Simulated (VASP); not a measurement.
# HRh6 in VASP: a series of runs, part 2 of 2

VASP 6.6.1. The steps go on from the part before.

### 5 Single point, PBE

INCAR reads:

```
PREC = Accurate
ENCUT = 520
EDIFF = 1E-6
ISMEAR = 0
SIGMA = 0.1
LREAL = False
LASPH = True
NELM = 100
ALGO = Fast
ISIF = 2
LWAVE = False
LCHARG = False
LDIPOL = True
IDIPOL = 3
DIPOL = 0.5 0.5 0.294
GGA = PE
NBANDS = 104
```

KPOINTS reads:

```
regular mesh
0
Gamma
  6 6 1
```

POSCAR reads:

```
HRh6
1.0
    5.4165863251      0.0000000000      0.0000000000
   -2.7082931626      4.6909013593      0.0000000000
    0.0000000000      0.0000000000     22.2966119230
Rh H
12 2
Direct
    0.3333333333      0.1666666667      0.1793994538
    0.3333333333      0.6666666667      0.1793994538
    0.8333333333      0.1666666667      0.1793994538
    0.8333333333      0.6666666667      0.1793994538
    0.1666666667      0.3333333333      0.2757769167
    0.1666666667      0.8333333333      0.2757769167
    0.6666666667      0.3333333333      0.2757769167
    0.6666666667      0.8333333333      0.2757769167
    0.0000000000      0.0000000000      0.3721019118
    0.0000000000      0.5000000000      0.3721019118
    0.5000000000      0.0000000000      0.3721019118
    0.5000000000      0.5000000000      0.3721019118
    0.1870590048      0.3741180096      0.4066363066
    0.3129409952      0.6258819904      0.4066363066
```

Potentials or basis: VASP PAW PBE potentials, release 64 (Rh_pv, H).

The run is started by

```sh
$ cat potpaw_PBE.64/Rh_pv/POTCAR potpaw_PBE.64/H/POTCAR > POTCAR
$ mpirun -np 1 vasp_std > vasp.out
```

OUTCAR:

```text
PREC = Accurate
   ENCUT = 520
   EDIFF = 1E-6
   ISMEAR = 0
   LREAL = False
   LASPH = True
   NELM = 100
   ISIF = 2
   GGA = PE

 ion  position               nearest neighbor table
   1  0.333  0.167  0.179-   5 2.66   7 2.66   6 2.66   4 2.71   4 2.71   3 2.71   3 2.71   2 2.71
                             2 2.71
   2  0.333  0.667  0.179-   6 2.66   8 2.66   5 2.66   3 2.71   3 2.71   4 2.71   4 2.71   1 2.71
                             1 2.71
   3  0.833  0.167  0.179-   7 2.66   5 2.66   8 2.66   2 2.71   2 2.71   1 2.71   1 2.71   4 2.71
                             4 2.71
   4  0.833  0.667  0.179-   8 2.66   6 2.66   7 2.66   1 2.71   1 2.71   2 2.71   2 2.71   3 2.71
                             3 2.71
   5  0.167  0.333  0.276-  12 2.66   9 2.66  10 2.66   1 2.66   3 2.66   2 2.66   8 2.71   8 2.71
                             7 2.71   7 2.71   6 2.71   6 2.71
   6  0.167  0.833  0.276-  11 2.66  10 2.66   9 2.66   2 2.66   4 2.66   1 2.66   7 2.71   7 2.71
                             8 2.71   8 2.71   5 2.71   5 2.71
   7  0.667  0.333  0.276-  10 2.66  11 2.66  12 2.66   3 2.66   1 2.66   4 2.66   6 2.71   6 2.71
                             5 2.71   5 2.71   8 2.71   8 2.71
   8  0.667  0.833  0.276-   9 2.66  12 2.66  11 2.66   4 2.66   2 2.66   3 2.66   5 2.71   5 2.71
                             6 2.71   6 2.71   7 2.71   7 2.71
   9  0.000  0.000  0.372-  13 1.92   8 2.66   5 2.66   6 2.66  12 2.71  12 2.71  11 2.71  11 2.71
                            10 2.71  10 2.71
  10  0.000  0.500  0.372-  14 1.67  13 1.67   7 2.66   6 2.66   5 2.66  11 2.71  11 2.71  12 2.71
                            12 2.71   9 2.71   9 2.71
  11  0.500  0.000  0.372-  14 1.92   6 2.66   7 2.66   8 2.66  10 2.71  10 2.71   9 2.71   9 2.71
                            12 2.71  12 2.71
  12  0.500  0.500  0.372-  13 1.67  14 1.67   5 2.66   8 2.66   7 2.66   9 2.71   9 2.71  10 2.71
                            10 2.71  11 2.71  11 2.71
  13  0.187  0.374  0.407-  12 1.67  10 1.67   9 1.92
  14  0.313  0.626  0.407-  10 1.67  12 1.67  11 1.92

  LATTYP: Found a hexagonal cell.
 ALAT       =     5.4165863251
 C/A-ratio  =     4.1163586408

  Lattice vectors:

 A1 = (   5.4165863251,   0.0000000000,   0.0000000000)
 A2 = (  -2.7082931626,   4.6909013593,   0.0000000000)
 A3 = (   0.0000000000,   0.0000000000,  22.2966119230)

Analysis of symmetry for initial positions (statically):
=====================================================================
 Subroutine PRICEL returns:
 Original cell was already a primitive cell.

 Routine SETGRP: Setting up the symmetry group for a
 hexagonal supercell.

 Subroutine GETGRP returns: Found  2 space group operations
 (whereof  2 operations were pure point group operations)
 out of a pool of 24 trial point group operations.

The static configuration has the point symmetry C_1h.

Analysis of symmetry for dynamics (positions and initial velocities):
=====================================================================
 Subroutine PRICEL returns:
 Original cell was already a primitive cell.

 Routine SETGRP: Setting up the symmetry group for a
 hexagonal supercell.

 Subroutine GETGRP returns: Found  2 space group operations
 (whereof  2 operations were pure point group operations)
 out of a pool of 24 trial point group operations.

The dynamic configuration has the point symmetry C_1h.

 Subroutine INISYM returns: Found  2 space group operations
 (whereof  2 operations are pure point group operations),
 and found     1 'primitive' translations

----------------------------------------------------------------------------------------

[... 105 lines left out ...]
   LREAL  =      F    real-space projection
   EDIFFG = 0.1E-04   stopping-criterion for IOM
   NSW    =      0    number of steps for IOM
   IBRION =     -1    ionic relax: 0-MD 1-quasi-New 2-CG
   NFREE  =      0    steps in history (QN), initial steepest desc. (CG)
   ISIF   =      2    stress and relaxation
   ISYM   =      2    0-nonsym 1-usesym 2-fastsym
   POTIM  = 0.5000    time-step for ionic-motion
   TEBEG  =    0.0;   TEEND  =   0.0 temperature during run
   PSTRESS=    0.0 pullay stress
   NELECT =     182.0000    total number of electrons
   NUPDOWN=      -1.0000    fix difference up-down
   EMIN   =  10.00;   EMAX   =-10.00  energy-range for DOS
   EFERMI =   0.00;   METHOD = LEGACY
   ISMEAR =     0;   SIGMA  =   0.10  broadening in eV -4-tet -1-fermi 0-gaus
   EFERMI_NEDOS =   21; number of points for ismear=-14 and -15
   IALGO  =     68    algorithm
   IMIX   =      4    mixing-type and parameters
     AMIX     =   0.40;   BMIX     =  1.00
     AMIX_MAG =   1.60;   BMIX_MAG =  1.00
  volume/ion in A,a.u.               =      40.47       273.08
  Fermi-wavevector in a.u.,A,eV,Ry     =   1.121222  2.118803 17.104417  1.257139
  Thomas-Fermi vector in A             =   2.257874
   LORBIT       =      0    0 simple, 1 ext, 2 COOP (PROOUT), +10 PAW based schemes
   GGA     = PE    functional components
   LHFCALC =     F    Hartree Fock is set to
   AEXX    =    0.0000 exact exchange contribution
   IVDW    =     0    specifies the selected vdW correction
   LEPSILON=     F    determine dielectric tensor
   LRPA    =     F    only Hartree local field effects (RPA)
 non-spin polarized calculation
 RMM-DIIS sequential band-by-band and
 Gauss-broadening in eV      SIGMA  =   0.10
  energy-cutoff  :      520.00
  volume of cell :      566.53
 maximum number of plane-waves:     15300
   NGX = 21   NGY = 21   NGZ = 83

 dipolmoment           0.000000      0.000000      0.010036 electrons x Angstroem

 number of electron     182.0000012 magnetization

 dipolmoment           0.000000      0.000000     -0.009849 electrons x Angstroem

 Free energy of the ion-electron system (eV)
  ---------------------------------------------------
  ext. energy  EPLUGINS =         0.00000000
  ---------------------------------------------------
  free energy    TOTEN  =       -87.39123206 eV

  energy without entropy =      -87.29078487  energy(sigma->0) =      -87.34100846

 E-fermi :   0.0140     XC(G=0):  -4.9939

 val. band max:        0.0139255448   @ k =   0.3333  -0.0000   0.0000
 cond. band min:       0.0203106022   @ k =  -0.3333   0.1667   0.0000
 fundamental gap:      0.0063850574
 Fermi energy:         0.0140289184

 k-point     1 :       0.0000    0.0000    0.0000
  band No.  band energies     occupation
      1     -47.0866      2.00000
      2     -47.0708      2.00000
      3     -47.0671      2.00000
      4     -47.0369      2.00000
      5     -46.9915      2.00000
      6     -46.9297      2.00000
[... 1367 lines left out ...]
    102       0.6335      0.00000
    103       2.5989      0.00000
 [bands above 103 left out]

------------------------ aborting loop because EDIFF is reached ----------------------------------------

 vacuum level on the upper side and lower side of the slab       (xc-potential included)        -0.141        -0.069

  FORCE on cell =-STRESS in cart. coord.  units (eV):
  Direction    XX          YY          ZZ          XY          YZ          ZX
  --------------------------------------------------------------------------------------
  -------------------------------------------------------------------------------------
  Total        1.4785257      0.0387710      5.2740995     -0.0000000      0.0759656     -0.0000000
  in kB        4.1813701      0.1096470     14.9155083     -0.0000000      0.2148359     -0.0000000
  external PRESSURE =       6.4021751 kB  Pullay stress =       0.0000000 kB

 VOLUME and BASIS-vectors are now :
 -----------------------------------------------------------------------------
  energy-cutoff  :      520.00
  volume of cell :      566.53
      direct lattice vectors                 reciprocal lattice vectors
     5.416586325  0.000000000  0.000000000     0.184618123  0.106589323  0.000000000
    -2.708293163  4.690901359  0.000000000     0.000000000  0.213178646  0.000000000
     0.000000000  0.000000000 22.296611923     0.000000000  0.000000000  0.044849863

 POSITION                                       TOTAL-FORCE (eV/Angst)
 -----------------------------------------------------------------------------------
      1.35415      0.78182      4.00000        -0.087327     -0.004794     -0.056125
     -0.00000      3.12727      4.00000         0.000000     -0.034108     -0.038535
      4.06244      0.78182      4.00000         0.087327     -0.004794     -0.056125
      2.70829      3.12727      4.00000        -0.000000      0.039057      0.019558
      0.00000      1.56363      6.14889         0.000000     -0.104783     -0.555673
     -1.35415      3.90908      6.14889        -0.025121      0.079001     -0.276912
      2.70829      1.56363      6.14889         0.000000     -0.069418     -0.247579
      1.35415      3.90908      6.14889         0.025121      0.079001     -0.276912
      0.00000      0.00000      8.29661         0.000000     -0.571779      0.052492
     -1.35415      2.34545      8.29661        -2.357278     -0.004617     -0.488953
      2.70829      0.00000      8.29661        -0.000000      0.574301     -0.069791
      1.35415      2.34545      8.29661         2.357278     -0.004617     -0.488953
     -0.00000      1.75495      9.06661         0.000000     -1.781766      1.192989
     -0.00000      2.93595      9.06661        -0.000000      1.809315      1.290518
 -----------------------------------------------------------------------------------
    total drift:                                0.000000      0.000015      0.001119

  FREE ENERGIE OF THE ION-ELECTRON SYSTEM (eV)
  ---------------------------------------------------
  free  energy   TOTEN  =       -87.3912320564 eV

  energy  without entropy=      -87.2907848700  energy(sigma->0) =      -87.34100846

 vacuum level on the upper side and lower side of the slab         4.913         4.982
```

Wall time 55 min (1 thread of Oxide Virtual Turin-like, shared host); peak memory 0.87 GiB.

What came out:

| Property | Result |
| --- | --- |
| Free energy | -87.3912 eV |
| Largest force | 2.407 eV/Å |
| Band gap on the k mesh | zero (bands 91 and 92 overlap by 0.87 eV) |

Forces on the atoms (eV/Å):
```
Rh  -0.087 -0.005 -0.056
Rh   0.000 -0.034 -0.039
Rh   0.087 -0.005 -0.056
Rh   0.000  0.039  0.020
Rh   0.000 -0.105 -0.556
Rh  -0.025  0.079 -0.277
Rh   0.000 -0.069 -0.248
Rh   0.025  0.079 -0.277
Rh   0.000 -0.572  0.052
Rh  -2.357 -0.005 -0.489
Rh   0.000  0.574 -0.070
Rh   2.357 -0.005 -0.489
H    0.000 -1.782  1.193
H    0.000  1.809  1.291
```

Levels at points of the mesh, in eV from the Fermi level:
| k point | band 89 | band 90 | band 91 | band 92 | band 93 | band 94 | band 95 | band 96 |
| --- | --- | --- | --- | --- | --- | --- | --- | --- |
| (0.00, 0.00, 0.00) | 0.35 | 0.35 | 0.49 | 0.51 | 0.52 | 0.59 | 0.72 | 0.77 |
| (0.50, 0.00, 0.00) | -0.58 | -0.48 | -0.42 | -0.38 | -0.28 | -0.13 | 0.17 | 0.24 |
| (0.00, 0.50, 0.00) | -0.70 | -0.51 | -0.42 | -0.35 | -0.27 | -0.14 | 0.16 | 0.25 |

### 6 Single point, PBE

INCAR reads:

```
ALGO = Fast ; DIPOL = 0.5 0.5 0.303
EDIFF = 1E-6 ; ENCUT = 520
GGA = PE ; IDIPOL = 3
ISIF = 2 ; ISMEAR = 0
LASPH = T ; LCHARG = F
LDIPOL = T ; LREAL = F
LWAVE = F ; NBANDS = 104
NELM = 100 ; PREC = Accurate
SIGMA = 0.1
```

KPOINTS reads:

```
k-points
0
Gamma
  6 6 1
```

Edit POSCAR of step 5 so:

```diff
@@ -20,3 +20,3 @@
     0.5000000000      0.5000000000      0.3721019118
-    0.1870590048      0.3741180096      0.4066363066
-    0.3129409952      0.6258819904      0.4066363066
+    0.2100290039      0.4200580078      0.4640441319
+    0.2899709961      0.5799419922      0.4640441319
```

Potentials or basis: VASP PAW PBE potentials, release 64 (Rh_pv, H).

The run is started by

```sh
$ cat potpaw_PBE.64/Rh_pv/POTCAR potpaw_PBE.64/H/POTCAR > POTCAR
$ mpirun -np 1 vasp_std > vasp.out
```

It took 42 min on 1 thread of Oxide Virtual Turin-like, shared host; peak memory 0.84 GiB.

The run converged. Its results:

```
Free energy            : -87.2998 eV
Largest force          : 0.845 eV/Å
Band gap on the k mesh : zero (bands 91 and 92 overlap by 0.76 eV)
```

Forces on the atoms (eV/Å):
```
Rh   0.061  0.035 -0.014
Rh   0.000 -0.019 -0.013
Rh  -0.061  0.035 -0.014
Rh   0.000 -0.037  0.007
Rh   0.000 -0.065 -0.158
Rh  -0.024  0.031 -0.052
Rh   0.000  0.054  0.167
Rh   0.024  0.031 -0.052
Rh   0.000 -0.146 -0.135
Rh  -0.080  0.003  0.054
Rh   0.000  0.090 -0.080
Rh   0.080  0.003  0.054
H    0.000 -0.837  0.120
H    0.000  0.819  0.115
```

Levels at points of the mesh, in eV from the Fermi level:
```tsv
k point	band 90	band 91	band 92	band 93	band 94	band 95
(0.00, 0.00, 0.00)	0.41	0.41	0.52	0.52	0.53	0.95
(0.50, 0.00, 0.00)	-0.43	-0.37	-0.34	-0.33	-0.12	0.18
(0.00, 0.50, 0.00)	-0.42	-0.37	-0.35	-0.33	-0.13	0.22
```

### 7 Summary

| cell | gap on the mesh (eV) | largest force (eV/Å) |
| --- | --- | --- |
| as given, atomic positions A | none | 0.55 |
| as given, atomic positions B | none | 1.68 |
| as given, atomic positions C | none | 2.51 |
| as given, atomic positions D | none | 2.41 |
| as given, atomic positions E | none | 0.85 |

Alike in all rows: task single point; level PBE; potentials or basis VASP PAW PBE potentials, release 64 (Rh_pv, H); no spin polarisation; k mesh 6 × 6 × 1; cutoff (eV) 520; smearing gaussian 0.1 eV.

Absolute energies hang on the potentials; compare differences alone.

The gap in the log of VASP goes by the Fermi energy; the results here count the filled bands.